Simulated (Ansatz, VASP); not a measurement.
Mg3CdSe4: VASP beside Ansatz

INCAR

```
PREC = Accurate ; ENCUT = 600
EDIFF = 1E-7 ; ISMEAR = 0
SIGMA = 0.1 ; LREAL = F
LASPH = T ; NELM = 60
ALGO = Normal ; ISIF = 3
LWAVE = F ; LCHARG = F
GGA = PE ; IBRION = 2
NSW = 90 ; EDIFFG = -0.04
```

Contents of KPOINTS:

```
Automatic mesh
0
Gamma
  4 4 4
```

The input POSCAR:

```
Mg3CdSe4
1.0
   -2.8644189000      2.8644189000      5.7288378000
    2.8644189000     -2.8644189000      5.7288378000
    2.8644189000      2.8644189000     -5.7288378000
Mg Cd Se
3 1 4
Direct
    0.5000000000      0.5000000000      0.0000000000
    0.7500000000      0.2500000000      0.5000000000
    0.2500000000      0.7500000000      0.5000000000
    0.0000000000      0.0000000000      0.0000000000
    0.7500000000      0.7500000000      0.0000000000
    0.2500000000      0.2500000000      0.0000000000
    0.5000000000      0.0000000000      0.5000000000
    0.0000000000      0.5000000000      0.5000000000
```

Input for Ansatz:

```yaml
crystal:
  lattice:
    - [-2.8644189, 2.8644189, 5.7288378]
    - [2.8644189, -2.8644189, 5.7288378]
    - [2.8644189, 2.8644189, -5.7288378]
  atoms:
    - { symbol: Mg, position: [0.5, 0.5, 0.0] }
    - { symbol: Mg, position: [0.75, 0.25, 0.5] }
    - { symbol: Mg, position: [0.25, 0.75, 0.5] }
    - { symbol: Cd, position: [0.0, 0.0, 0.0] }
    - { symbol: Se, position: [0.75, 0.75, 0.0] }
    - { symbol: Se, position: [0.25, 0.25, 0.0] }
    - { symbol: Se, position: [0.5, 0.0, 0.5] }
    - { symbol: Se, position: [0.0, 0.5, 0.5] }
basis:
  ecutwfc: 420
kpoints:
  mp_grid: { grid: [4, 4, 4] }
hamiltonian:
  xc: pbe
scf:
  occupations: { method: gaussian, width: 0.1 }
  lower_state_search: "off"
output:
  forces: true
  stress: true
  eigenvalues: true
relax:
  adjacent_minimum: "off"
  f_tol: 0.04
  max_steps: 70
  cell: { stress_tol: 0.4 }
```

Alike in both runs: task relaxation of cell and atoms; functional PBE; k mesh 4 × 4 × 4; occupations gaussian, width 0.1 eV; no spin polarisation.

```csv
,VASP,Ansatz
version,VASP 6.6.1,Ansatz 0.2.0
potentials or method,"VASP PAW PBE potentials, release 64 (Mg, Cd, Se), cutoff 600 eV","scalar-relativistic, plane waves, PAW"
valence electrons in the cell,42,114
```

|  | VASP | Ansatz | Ansatz less VASP |
| --- | --- | --- | --- |
| gap on the k mesh at the Fermi level, each at its own relaxed structure (eV) | 0.26 | 0.28 | +0.011 |
| relaxed volume (Å³/atom) | 21.65 | 21.69 | +0.045 |
| relaxed length of the cell vector where the two differ most in proportion (Å) | 6.831 | 6.836 | +0.0056 |

VASP's potentials hold 42 valence electrons a cell and Ansatz's 114, so a difference there can come from the potentials and not from the codes.
